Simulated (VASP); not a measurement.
# C (R-3m) in VASP: single point with LDA

Aim: the single point of C with LDA.

Everything below comes from runs of VASP 6.6.1. Logs are shortened: lines on timing, memory, paths and dates and some standing lists are left out, and cuts for length are marked.

### 1 The cell of the first run

Symmetry: R-3m, No. 166, trigonal system. Conventional cell: a = 2.491 Å, b = 2.491 Å, c = 30.762 Å, α = 90.00°, β = 90.00°, γ = 120.00°. C (site symmetry 3m) has 4 C at 1.53 Å within 2.0 Å. Within 2.0 Å of C (site symmetry 3m) lie 4 C at 1.53 Å. Within 2.0 Å of C (site symmetry 3m) lie 4 C at 1.53 Å. C (site symmetry 3m) has 4 C at 1.53 to 1.55 Å within 2.0 Å. C (site symmetry 3m) has 4 C at 1.53 to 1.55 Å within 2.0 Å.

### 2 Single point, LDA

File INCAR:

```
SYSTEM = C
  PREC = Accurate
  ENCUT = 520
  EDIFF = 1E-6
  ISMEAR = 0
  SIGMA = 0.05
  LREAL = .False.
  LASPH = .True.
  NELM = 60
  ALGO = Normal
  ISIF = 2
  LWAVE = .False.
  LCHARG = .False.
  NBANDS = 31
```

File KPOINTS:

```
Automatic mesh
0
Gamma
  12 12 12
  0 0 0
```

File POSCAR:

```
C
1.0
    1.2456453765      0.7191736934     10.2538776067
   -1.2456453765      0.7191736934     10.2538776067
    0.0000000000     -1.4383473869     10.2538776067
C
10
Direct
    0.0248185524      0.0248185524      0.0248185524
    0.9751814476      0.9751814476      0.9751814476
    0.1086956498      0.1086956498      0.1086956498
    0.8913043502      0.8913043502      0.8913043502
    0.1583656632      0.1583656632      0.1583656632
    0.8416343368      0.8416343368      0.8416343368
    0.3748645768      0.3748645768      0.3748645768
    0.6251354232      0.6251354232      0.6251354232
    0.4253218689      0.4253218689      0.4253218689
    0.5746781311      0.5746781311      0.5746781311
```

Potentials or basis: VASP PAW LDA potentials, release 64 (C).

Run with:

```console
> cat potpaw_LDA.64/C/POTCAR > POTCAR
> mpirun -np 1 vasp_std > vasp.out
```

OUTCAR:

```text
SYSTEM = C
   PREC = Accurate
   ENCUT = 520
   EDIFF = 1E-6
   ISMEAR = 0
   LREAL = .False.
   LASPH = .True.
   NELM = 60
   ISIF = 2

 ion  position               nearest neighbor table
   1  0.025  0.025  0.025-   2 1.53   7 1.53   7 1.53   7 1.53
   2  0.975  0.975  0.975-   1 1.53   8 1.53   8 1.53   8 1.53
   3  0.109  0.109  0.109-   9 1.53   9 1.53   9 1.53   5 1.53
   4  0.891  0.891  0.891-  10 1.53  10 1.53  10 1.53   6 1.53
   5  0.158  0.158  0.158-   6 1.53   6 1.53   6 1.53   3 1.53
   6  0.842  0.842  0.842-   5 1.53   5 1.53   5 1.53   4 1.53
   7  0.375  0.375  0.375-   1 1.53   1 1.53   1 1.53   9 1.55
   8  0.625  0.625  0.625-   2 1.53   2 1.53   2 1.53  10 1.55
   9  0.425  0.425  0.425-   3 1.53   3 1.53   3 1.53   7 1.55
  10  0.575  0.575  0.575-   4 1.53   4 1.53   4 1.53   8 1.55

  LATTYP: Found a trigonal (rhomboedric) cell.
 ALAT       =    10.3542671966
 COS(alpha) =     0.9710545637

  Lattice vectors:

 A1 = (   1.2456453765,   0.7191736934,  10.2538776067)
 A2 = (  -1.2456453765,   0.7191736934,  10.2538776067)
 A3 = (   0.0000000000,  -1.4383473869,  10.2538776067)

Analysis of symmetry for initial positions (statically):
=====================================================================
 Subroutine PRICEL returns:
 Original cell was already a primitive cell.

 Routine SETGRP: Setting up the symmetry group for a
 trigonal (rhombohedral) supercell.

 Subroutine GETGRP returns: Found 12 space group operations
 (whereof 12 operations were pure point group operations)
 out of a pool of 12 trial point group operations.

The static configuration has the point symmetry D_3d.

Analysis of symmetry for dynamics (positions and initial velocities):
=====================================================================
 Subroutine PRICEL returns:
 Original cell was already a primitive cell.

 Routine SETGRP: Setting up the symmetry group for a
 trigonal (rhombohedral) supercell.

 Subroutine GETGRP returns: Found 12 space group operations
 (whereof 12 operations were pure point group operations)
 out of a pool of 12 trial point group operations.

The dynamic configuration has the point symmetry D_3d.

 Subroutine INISYM returns: Found 12 space group operations
 (whereof 12 operations are pure point group operations),
 and found     1 'primitive' translations

----------------------------------------------------------------------------------------

                                     Primitive cell

  volume of cell :      55.1147

  direct lattice vectors                    reciprocal lattice vectors
     1.245645376  0.719173693 10.253877607     0.401398351  0.231747446  0.032508027
    -1.245645376  0.719173693 10.253877607    -0.401398351  0.231747446  0.032508027
     0.000000000 -1.438347387 10.253877607     0.000000000 -0.463494892  0.032508027

  length of vectors
    10.354267197 10.354267197 10.354267197     0.464633497  0.464633497  0.464633497

  position of ions in fractional coordinates (direct lattice)
     0.024818552  0.024818552  0.024818552
     0.975181448  0.975181448  0.975181448
     0.108695650  0.108695650  0.108695650
     0.891304350  0.891304350  0.891304350
     0.158365663  0.158365663  0.158365663
     0.841634337  0.841634337  0.841634337
     0.374864577  0.374864577  0.374864577
     0.625135423  0.625135423  0.625135423
     0.425321869  0.425321869  0.425321869
     0.574678131  0.574678131  0.574678131

  ion indices of the primitive-cell ions
   primitive index   ion index
                 1           1
                 2           2
                 3           3
                 4           4
                 5           5
                 6           6
                 7           7
                 8           8
                 9           9
                10          10

----------------------------------------------------------------------------------------

 KPOINTS: Automatic mesh

Automatic generation of k-mesh.
 Grid dimensions read from file:
 generate k-points for:   12   12   12

 Generating k-lattice:

  Cartesian coordinates                     Fractional coordinates (reciprocal lattice)
     0.033449863  0.019312287  0.002709002     0.083333333 -0.000000000  0.000000000
    -0.033449863  0.019312287  0.002709002    -0.000000000  0.083333333  0.000000000
     0.000000000 -0.038624574  0.002709002    -0.000000000 -0.000000000  0.083333333

  Length of vectors
     0.038719458  0.038719458  0.038719458

  Shift w.r.t. Gamma in fractional coordinates (k-lattice)
     0.000000000  0.000000000  0.000000000

 Subroutine IBZKPT returns following result:
 ===========================================

 Found    189 irreducible k-points:

 Following reciprocal coordinates:
            Coordinates               Weight
  0.000000  0.000000  0.000000      1.000000
  0.083333  0.000000  0.000000      6.000000
  0.166667  0.000000  0.000000      6.000000
  0.250000 -0.000000 -0.000000      6.000000
  0.333333  0.000000  0.000000      6.000000
  0.416667  0.000000  0.000000      6.000000
[... 16 lines left out ...]
  0.500000  0.166667  0.000000     12.000000
 -0.416667  0.166667  0.000000     12.000000
 [... further k-points ...]
   k-points           NKPTS =    189   k-points in BZ     NKDIM =    189   number of bands    NBANDS=     31
   number of dos      NEDOS =    301   number of ions     NIONS =     10
   total plane-waves  NPLWV = 512000
   dimension x,y,z NGX =    80 NGY =   80 NGZ =   80
   dimension x,y,z NGXF=   160 NGYF=  160 NGZF=  160
   ions per type =              10
   NGX,Y,Z   is equivalent  to a cutoff of  12.84, 12.84, 12.84 a.u.
   NGXF,Y,Z  is equivalent  to a cutoff of  25.69, 25.69, 25.69 a.u.
 SYSTEM =  C
   PREC   = accura    normal or accurate (medium, high low for compatibility)
   ISTART =      0    job   : 0-new  1-cont  2-samecut
   ICHARG =      2    charge: 1-file 2-atom 10-const
   ISPIN  =      1    spin polarized calculation?
   LNONCOLLINEAR =      F non collinear calculations
   LSORBIT =      F    spin-orbit coupling
   LASPH  =      T    aspherical Exc in radial PAW
   ENCUT  =  520.0 eV  38.22 Ry    6.18 a.u.  19.25 19.25 19.25*2*pi/ulx,y,z
   NELM   =     60;   NELMIN=  2; NELMDL= -5     # of ELM steps
   EDIFF  = 0.1E-05   stopping-criterion for ELM
   LREAL  =      F    real-space projection
   EDIFFG = 0.1E-04   stopping-criterion for IOM
   NSW    =      0    number of steps for IOM
   IBRION =     -1    ionic relax: 0-MD 1-quasi-New 2-CG
   NFREE  =      0    steps in history (QN), initial steepest desc. (CG)
   ISIF   =      2    stress and relaxation
   ISYM   =      2    0-nonsym 1-usesym 2-fastsym
   POTIM  = 0.5000    time-step for ionic-motion
   TEBEG  =    0.0;   TEEND  =   0.0 temperature during run
   PSTRESS=    0.0 pullay stress
   NELECT =      40.0000    total number of electrons
   NUPDOWN=      -1.0000    fix difference up-down
   EMIN   =  10.00;   EMAX   =-10.00  energy-range for DOS
   EFERMI =   0.00;   METHOD = LEGACY
   ISMEAR =     0;   SIGMA  =   0.05  broadening in eV -4-tet -1-fermi 0-gaus
   EFERMI_NEDOS =   21; number of points for ismear=-14 and -15
   IALGO  =     38    algorithm
   IMIX   =      4    mixing-type and parameters
     AMIX     =   0.40;   BMIX     =  1.00
     AMIX_MAG =   1.60;   BMIX_MAG =  1.00
  volume/ion in A,a.u.               =       5.51        37.19
  Fermi-wavevector in a.u.,A,eV,Ry     =   1.471202  2.780169 29.448929  2.164435
  Thomas-Fermi vector in A             =   2.586366
   LORBIT       =      0    0 simple, 1 ext, 2 COOP (PROOUT), +10 PAW based schemes
   GGA     = CA    functional components
   LHFCALC =     F    Hartree Fock is set to
   AEXX    =    0.0000 exact exchange contribution
   IVDW    =     0    specifies the selected vdW correction
   LEPSILON=     F    determine dielectric tensor
   LRPA    =     F    only Hartree local field effects (RPA)
 non-spin polarized calculation
 Gauss-broadening in eV      SIGMA  =   0.05
  energy-cutoff  :      520.00
  volume of cell :       55.11
 maximum number of plane-waves:      1508
 NGX is ok and might be reduce to    80
   NGX = 39   NGY = 39   NGZ = 39

 number of electron      39.9999998 magnetization

 Free energy of the ion-electron system (eV)
  ---------------------------------------------------
  ext. energy  EPLUGINS =         0.00000000
  ---------------------------------------------------
  free energy    TOTEN  =      -101.15454417 eV

  energy without entropy =     -101.15454417  energy(sigma->0) =     -101.15454417

 E-fermi :  10.5553     XC(G=0): -13.6370

 val. band max:       10.2605278258   @ k =   0.0000   0.0000   0.0000
 cond. band min:      14.7922317588   @ k =  -0.3333  -0.3333   0.0833
 fundamental gap:      4.5317039331
 Fermi energy:        10.5553326168

 k-point     1 :       0.0000    0.0000    0.0000
  band No.  band energies     occupation
      1     -11.5682      2.00000
      2     -10.4929      2.00000
      3     -10.4187      2.00000
      4      -7.2544      2.00000
      5      -7.2332      2.00000
      6      -1.5043      2.00000
[... 23 lines left out ...]
     30      18.8935      0.00000
     31      18.8961      0.00000

 k-point     2 :       0.0833    0.0000    0.0000
  band No.  band energies     occupation
      1     -11.3925      2.00000
      2     -10.3533      2.00000
      3     -10.2103      2.00000
      4      -7.1907      2.00000
      5      -6.9670      2.00000
      6      -1.5034      2.00000
[... 23 lines left out ...]
     30      18.8641      0.00000
     31      19.3629      0.00000

 k-point     3 :       0.1667    0.0000    0.0000
  band No.  band energies     occupation
      1     -10.8670      2.00000
      2      -9.8888      2.00000
      3      -9.6349      2.00000
      4      -6.8063      2.00000
      5      -6.3673      2.00000
      6      -1.2206      2.00000
[... 23 lines left out ...]
     30      19.4568      0.00000
     31      20.1741      0.00000

 k-point     4 :       0.2500   -0.0000   -0.0000
  band No.  band energies     occupation
      1      -9.9976      2.00000
      2      -9.0865      2.00000
      3      -8.7192      2.00000
      4      -6.0979      2.00000
      5      -5.4589      2.00000
      6      -0.6983      2.00000
[... 23 lines left out ...]
     30      20.3666      0.00000
     31      20.5668      0.00000

 k-point     5 :       0.3333    0.0000    0.0000
  band No.  band energies     occupation
      1      -8.7981      2.00000
      2      -7.9583      2.00000
      3      -7.4852      2.00000
      4      -5.0879      2.00000
      5      -4.2872      2.00000
      6      -0.7975      2.00000
[... 23 lines left out ...]
     30      21.0334      0.00000
     31      21.3067      0.00000
[... 542 lines left out ...]
     30      20.8928      0.00000
     31      21.3286      0.00000

 k-point    22 :       0.4167    0.1667    0.0000
  band No.  band energies     occupation
      1      -8.2662      2.00000
      2      -7.6102      2.00000
      3      -6.7895      2.00000
      4      -4.9239      2.00000
      5      -3.5319      2.00000
      6      -0.7803      2.00000
[... 23 lines left out ...]
     30      20.8987      0.00000
     31      21.5466      0.00000

 k-point    23 :       0.5000    0.1667    0.0000
  band No.  band energies     occupation
      1      -6.7881      2.00000
      2      -6.2094      2.00000
      3      -5.3448      2.00000
      4      -3.7709      2.00000
      5      -2.8266      2.00000
      6      -2.1942      2.00000
[... 23 lines left out ...]
     30      20.9836      0.00000
     31      21.2086      0.00000

 k-point    24 :      -0.4167    0.1667    0.0000
  band No.  band energies     occupation
      1      -5.4385      2.00000
      2      -5.0936      2.00000
      3      -4.6865      2.00000
      4      -3.8267      2.00000
      5      -3.6254      2.00000
      6      -2.8620      2.00000
[... 23 lines left out ...]
     30      21.0559      0.00000
     31      21.2758      0.00000

 [... further k-points ...]

------------------------ aborting loop because EDIFF is reached ----------------------------------------

  FORCE on cell =-STRESS in cart. coord.  units (eV):
  Direction    XX          YY          ZZ          XY          YZ          ZX
  --------------------------------------------------------------------------------------
  -------------------------------------------------------------------------------------
  Total        0.5611935      0.5611935      0.5526919      0.0000000     -0.0000000     -0.0000000
  in kB       16.3138177     16.3138177     16.0666779      0.0000000     -0.0000000     -0.0000000
  external PRESSURE =      16.2314378 kB  Pullay stress =       0.0000000 kB

 VOLUME and BASIS-vectors are now :
 -----------------------------------------------------------------------------
  energy-cutoff  :      520.00
  volume of cell :       55.11
      direct lattice vectors                 reciprocal lattice vectors
     1.245645376  0.719173693 10.253877607     0.401398351  0.231747446  0.032508027
    -1.245645376  0.719173693 10.253877607    -0.401398351  0.231747446  0.032508027
     0.000000000 -1.438347387 10.253877607     0.000000000 -0.463494892  0.032508027

 POSITION                                       TOTAL-FORCE (eV/Angst)
 -----------------------------------------------------------------------------------
      0.00000     -0.00000      0.76346         0.000000      0.000000     -0.000839
      0.00000     -0.00000     29.99817         0.000000     -0.000000      0.000839
      0.00000     -0.00000      3.34366         0.000000     -0.000000      0.000204
      0.00000     -0.00000     27.41798         0.000000      0.000000     -0.000204
      0.00000     -0.00000      4.87159         0.000000      0.000000     -0.000519
      0.00000     -0.00000     25.89005         0.000000     -0.000000      0.000519
      0.00000     -0.00000     11.53145         0.000000     -0.000000      0.005253
      0.00000     -0.00000     19.23019         0.000000      0.000000     -0.005253
      0.00000     -0.00000     13.08360         0.000000      0.000000     -0.005344
      0.00000     -0.00000     17.67804         0.000000     -0.000000      0.005344
 -----------------------------------------------------------------------------------
    total drift:                               -0.000000     -0.000000      0.000000

  FREE ENERGIE OF THE ION-ELECTRON SYSTEM (eV)
  ---------------------------------------------------
  free  energy   TOTEN  =      -101.1545441668 eV

  energy  without entropy=     -101.1545441668  energy(sigma->0) =     -101.15454417
```

Run time: 57 min. Hardware: 1 thread of Intel Xeon Platinum 8375C at 2.90GHz (Ice Lake), shared host; peak memory 0.73 GiB.

Results:

```yaml
Free_energy: -101.1545 eV
Pressure: 1.6 GPa
Largest_force: 0.005 eV/Å
Band_gap_on_the_k_mesh: 4.53 eV (least direct gap 5.37 eV)
```

Forces in eV/Å, atoms in the order of the input:
```
C    0.000  0.000 -0.001
C    0.000  0.000  0.001
C    0.000  0.000  0.000
C    0.000  0.000  0.000
C    0.000  0.000 -0.001
C    0.000  0.000  0.001
C    0.000  0.000  0.005
C    0.000  0.000 -0.005
C    0.000  0.000 -0.005
C    0.000  0.000  0.005
```

A k mesh can miss the band edges. A hybrid or GW would open this gap; LDA tends to underestimate it.
